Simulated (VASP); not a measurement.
# Li (Fd-3m) in VASP: a series of runs

Runs on Li. Level: PBE. Tasks: single point.

All numbers are computed with VASP 6.6.1; they aren't measurements. Logs are shortened: lines on timing, memory, paths and dates and some standing lists are left out, and cuts for length are marked.

**1. The cell of the first run**

Symmetry: Fd-3m, No. 227, cubic system. The conventional cell has a = 5.581 Å, b = 5.581 Å, c = 5.581 Å, α = 90.00°, β = 90.00°, γ = 90.00°. Within 3.2 Å of Li (site symmetry -43m) lie 4 Li at 2.42 Å.

**2. Single point, PBE (volume scaled by 0.85)**

Input file INCAR:

```
  PREC = Accurate
  ENCUT = 520
  EDIFF = 1E-7
  ISMEAR = -1
  SIGMA = 0.05
  LREAL = F
  LASPH = T
  NELM = 60
  ALGO = Normal
  ISIF = 2
  LWAVE = F
  LCHARG = T
  GGA = PE
  LELF = T
  LVHAR = T
  NBANDS = 10
```

Input file KPOINTS:

```
regular mesh
0
Gamma
  11 11 11
```

Input file POSCAR:

```
Li
1.0
    0.0000000000      2.7903603033      2.7903603033
    2.7903603033      0.0000000000      2.7903603033
    2.7903603033      2.7903603033      0.0000000000
Li
2
Direct
   -0.1250000000     -0.1250000000     -0.1250000000
    0.1250000000      0.1250000000      0.1250000000
```

Potentials or basis: VASP PAW PBE potentials, release 64 (Li_sv).

Started as:

```console
cat potpaw_PBE.64/Li_sv/POTCAR > POTCAR
mpirun -np 1 vasp_std > vasp.out
```

OUTCAR:

```text
PREC = Accurate
   ENCUT = 520
   EDIFF = 1E-7
   ISMEAR = -1
   LREAL = F
   LASPH = T
   NELM = 60
   ISIF = 2
   GGA = PE

 ion  position               nearest neighbor table
   1  0.875  0.875  0.875-   2 2.42   2 2.42   2 2.42   2 2.42
   2  0.125  0.125  0.125-   1 2.42   1 2.42   1 2.42   1 2.42

  LATTYP: Found a face centered cubic cell.
 ALAT       =     5.5807206066

  Lattice vectors:

 A1 = (   0.0000000000,   2.7903603033,   2.7903603033)
 A2 = (   2.7903603033,   0.0000000000,   2.7903603033)
 A3 = (   2.7903603033,   2.7903603033,   0.0000000000)

Analysis of symmetry for initial positions (statically):
[... 6 lines left out ...]

 Subroutine GETGRP returns: Found 48 space group operations
 (whereof 12 operations were pure point group operations)
 out of a pool of 48 trial point group operations.

The static configuration has the point symmetry D_3d.
 The point group associated with its full space group is O_h .

Analysis of symmetry for dynamics (positions and initial velocities):
[... 6 lines left out ...]

 Subroutine GETGRP returns: Found 48 space group operations
 (whereof 12 operations were pure point group operations)
 out of a pool of 48 trial point group operations.

The dynamic configuration has the point symmetry D_3d.
 The point group associated with its full space group is O_h .

 Subroutine INISYM returns: Found 48 space group operations
 (whereof 12 operations are pure point group operations),
 and found     1 'primitive' translations

----------------------------------------------------------------------------------------

                                     Primitive cell

  volume of cell :      43.4521

  direct lattice vectors                    reciprocal lattice vectors
     0.000000000  2.790360303  2.790360303    -0.179188329  0.179188329  0.179188329
     2.790360303  0.000000000  2.790360303     0.179188329 -0.179188329  0.179188329
     2.790360303  2.790360303  0.000000000     0.179188329  0.179188329 -0.179188329

  length of vectors
     3.946165385  3.946165385  3.946165385     0.310363290  0.310363290  0.310363290

  position of ions in fractional coordinates (direct lattice)
     0.875000000  0.875000000  0.875000000
     0.125000000  0.125000000  0.125000000

  ion indices of the primitive-cell ions
   primitive index   ion index
                 1           1
                 2           2

[... 75 lines left out ...]
   IBRION =     -1    ionic relax: 0-MD 1-quasi-New 2-CG
   NFREE  =      0    steps in history (QN), initial steepest desc. (CG)
   ISIF   =      2    stress and relaxation
   ISYM   =      2    0-nonsym 1-usesym 2-fastsym
   POTIM  = 0.5000    time-step for ionic-motion
   TEBEG  =    0.0;   TEEND  =   0.0 temperature during run
   PSTRESS=    0.0 pullay stress
   NELECT =       6.0000    total number of electrons
   NUPDOWN=      -1.0000    fix difference up-down
   EMIN   =  10.00;   EMAX   =-10.00  energy-range for DOS
   EFERMI =   0.00;   METHOD = LEGACY
   ISMEAR =    -1;   SIGMA  =   0.05  broadening in eV -4-tet -1-fermi 0-gaus
   EFERMI_NEDOS =   21; number of points for ismear=-14 and -15
   IALGO  =     38    algorithm
   IMIX   =      4    mixing-type and parameters
     AMIX     =   0.40;   BMIX     =  1.00
     AMIX_MAG =   1.60;   BMIX_MAG =  1.00
  volume/ion in A,a.u.               =      21.73       146.61
  Fermi-wavevector in a.u.,A,eV,Ry     =   0.846165  1.599020  9.741702  0.715995
  Thomas-Fermi vector in A             =   1.961469
   LORBIT       =      0    0 simple, 1 ext, 2 COOP (PROOUT), +10 PAW based schemes
   GGA     = PE    functional components
   LHFCALC =     F    Hartree Fock is set to
   AEXX    =    0.0000 exact exchange contribution
   IVDW    =     0    specifies the selected vdW correction
   LEPSILON=     F    determine dielectric tensor
   LRPA    =     F    only Hartree local field effects (RPA)
 non-spin polarized calculation
  energy-cutoff  :      520.00
  volume of cell :       43.45
 maximum number of plane-waves:      1211
 NGX is ok and might be reduce to    30
   NGX = 15   NGY = 15   NGZ = 15

 number of electron       5.9999990 magnetization

 Free energy of the ion-electron system (eV)
  ---------------------------------------------------
  ext. energy  EPLUGINS =         0.00000000
  ---------------------------------------------------
  free energy    TOTEN  =        -2.75807234 eV

  energy without entropy =       -2.75216243  energy(sigma->0) =       -2.75511739

 E-fermi :   0.7784     XC(G=0):  -6.8614

 val. band max:        0.7138743559   @ k =   0.4545   0.0000   0.0000
 cond. band min:       0.7854288289   @ k =  -0.4545   0.1818   0.0000
 fundamental gap:      0.0715544730
 Fermi energy:         0.7783687068

 k-point     1 :       0.0000    0.0000    0.0000
  band No.  band energies     occupation
      1     -47.0910      2.00000
      2     -46.9614      2.00000
      3      -2.9478      2.00000
      4       6.8817      0.00000
      5       6.8818      0.00000
      6       6.8818      0.00000
      7       8.0508      0.00000
      8       8.0509      0.00000
      9       8.0509      0.00000
     10      13.3062      0.00000
[... 287 lines left out ...]
 k-point    24 :      -0.1818    0.1818    0.0000
  band No.  band energies     occupation
      1     -47.0715      2.00000
      2     -46.9800      2.00000
      3      -2.0031      2.00000
      4       3.6124      0.00000
      5       3.6777      0.00000
      6       5.9836      0.00000
      7       9.0441      0.00000
      8       9.2676      0.00000
      9      10.9219      0.00000
     10      10.9582      0.00000

 [... further k-points ...]

------------------------ aborting loop because EDIFF is reached ----------------------------------------

  FORCE on cell =-STRESS in cart. coord.  units (eV):
  Direction    XX          YY          ZZ          XY          YZ          ZX
  --------------------------------------------------------------------------------------
  -------------------------------------------------------------------------------------
  Total        0.2961541      0.2961541      0.2961541     -0.0000000      0.0000000      0.0000000
  in kB       10.9198709     10.9198709     10.9198709     -0.0000000      0.0000000      0.0000000
  external PRESSURE =      10.9198709 kB  Pullay stress =       0.0000000 kB

 VOLUME and BASIS-vectors are now :
 -----------------------------------------------------------------------------
  energy-cutoff  :      520.00
  volume of cell :       43.45
      direct lattice vectors                 reciprocal lattice vectors
     0.000000000  2.790360303  2.790360303    -0.179188329  0.179188329  0.179188329
     2.790360303  0.000000000  2.790360303     0.179188329 -0.179188329  0.179188329
     2.790360303  2.790360303  0.000000000     0.179188329  0.179188329 -0.179188329

 POSITION                                       TOTAL-FORCE (eV/Angst)
 -----------------------------------------------------------------------------------
      4.88313      4.88313      4.88313        -0.000000      0.000000      0.000000
      0.69759      0.69759      0.69759         0.000000     -0.000000     -0.000000
 -----------------------------------------------------------------------------------
    total drift:                                0.000000      0.000000      0.000000

  FREE ENERGIE OF THE ION-ELECTRON SYSTEM (eV)
  ---------------------------------------------------
  free  energy   TOTEN  =        -2.7580723441 eV

  energy  without entropy=       -2.7521624277  energy(sigma->0) =       -2.75511739
```

stdout:

```text
POSCAR found type information on POSCAR Li
 POSCAR found :  1 types and       2 ions
 scaLAPACK will be used
 LDA part: xc-table for (Slater+PW92), standard interpolation
 POSCAR, INCAR and KPOINTS ok, starting setup
 FFT: planning ... GRIDC
 FFT: planning ... GRID_SOFT
 FFT: planning ... GRID
 WAVECAR not read
 entering main loop
```

Wall time 29 s (1 thread of AMD EPYC 7R43 (Zen 3), shared host); peak memory 0.12 GiB.

What came out:

```
Free energy            : -2.7581 eV
Band gap on the k mesh : zero (band 3 reaches 0.90 eV, above the bottom of band 4 at 0.61 eV)
```

Caveat: the cutoff is under 1.25 times the usual one of these potentials, so pressure, stress and relaxed cells hold a basis-set (Pulay) error.

**3. Single point, PBE (volume scaled by 0.85)**

Input file INCAR:

```
SYSTEM = Li
  ALGO = Normal
  EDIFF = 1E-7
  ENCUT = 520
  GGA = PE
  ISIF = 2
  ISMEAR = -1
  LASPH = .TRUE.
  LCHARG = .TRUE.
  LELF = .TRUE.
  LREAL = .FALSE.
  LVHAR = .TRUE.
  LWAVE = .FALSE.
  NBANDS = 10
  NELM = 100
  PREC = Accurate
  SIGMA = 0.05
```

Input file KPOINTS:

```
k-points
0
G
  11 11 11
  0 0 0
```

POSCAR is that of step 2.

Potentials or basis: VASP PAW PBE potentials, release 64 (Li_sv).

Started as:

```console
cat potpaw_PBE.64/Li_sv/POTCAR > POTCAR
mpirun -np 1 vasp_std > vasp.out
```

It took 34 s on 1 thread of AMD EPYC 7R43 (Zen 3), shared host; peak memory 0.13 GiB.

Results (log left out):

```
Free energy            : -2.7581 eV
Band gap on the k mesh : zero (band 3 reaches 0.90 eV, above the bottom of band 4 at 0.61 eV)
```

Levels at points of the mesh, in eV from the Fermi level:
```csv
k point,band 1,band 2,band 3,band 4,band 5,band 6
"(0.00, 0.00, 0.00)",-47.87,-47.74,-3.73,6.10,6.10,6.10
```

Caveat: the cutoff is under 1.25 times the usual one of these potentials, so pressure, stress and relaxed cells hold a basis-set (Pulay) error.

(Continued in part 2 of 2.)
